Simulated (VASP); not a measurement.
A run of VASP 6.6.1 is set up as follows.

INCAR

```
ALGO = Normal
EDIFF = 1E-6
EDIFFG = -0.08
ENCUT = 600
GGA = PE
IBRION = 2
ISIF = 3
ISMEAR = 0
LASPH = True
LCHARG = False
LREAL = False
LWAVE = False
NELM = 80
NSW = 36
PREC = Accurate
SIGMA = 0.2
```

KPOINTS

```
k-points
0
Gamma
  3 3 3
```

File POSCAR:

```
MgSn6N
1.0
    3.1350000000      1.8099930900      5.4666666700
   -3.1350000000      1.8099930900      5.4666666700
    0.0000000000     -3.6199861900      5.4666666700
Mg Sn N
1 6 1
Direct
    0.0000000000      0.0000000000      0.0000000000
    0.1220000000      0.7380000000      0.4310000000
    0.8780000000      0.2620000000      0.5690000000
    0.7380000000      0.4310000000      0.1220000000
    0.2620000000      0.5690000000      0.8780000000
    0.4310000000      0.1220000000      0.7380000000
    0.5690000000      0.8780000000      0.2620000000
    0.5000000000      0.5000000000      0.5000000000
```

Potentials or basis: VASP PAW PBE potentials, release 64 (Mg, Sn_d, N).

Launch:

```sh
$ cat potpaw_PBE.64/Mg/POTCAR potpaw_PBE.64/Sn_d/POTCAR potpaw_PBE.64/N/POTCAR > POTCAR
$ mpirun -np 1 vasp_std > vasp.out
```

Question: Predict the relaxed volume.

Answer: 24.78 Å³/atom.

Question: Estimate the relaxed cell.

Answer: a = 6.440 Å, b = 6.440 Å, c = 6.440 Å, α = 62.22°, β = 62.22°, γ = 62.22°.

Question: What does it give for the band gap on the k mesh?

Answer: Zero (an odd number of electrons rules out a gap without spin polarisation).

Forces in eV/Å, atoms in the order of the input:
```
Mg   0.000  0.000  0.000
Sn   0.037  0.052  0.027
Sn  -0.037 -0.052 -0.027
Sn   0.027 -0.058  0.027
Sn  -0.027  0.058 -0.027
Sn  -0.064  0.006  0.027
Sn   0.064 -0.006 -0.027
N    0.000  0.000  0.000
```

Caveat: the k points lie up to 0.39 Å⁻¹ apart in the final cell, too coarse for converged energies and pressures of a metal; spin-orbit coupling is left out, which moves the levels of the heavy elements; the relaxation stopped at a loose force limit of 0.08 eV/Å, so its end isn't a converged minimum.
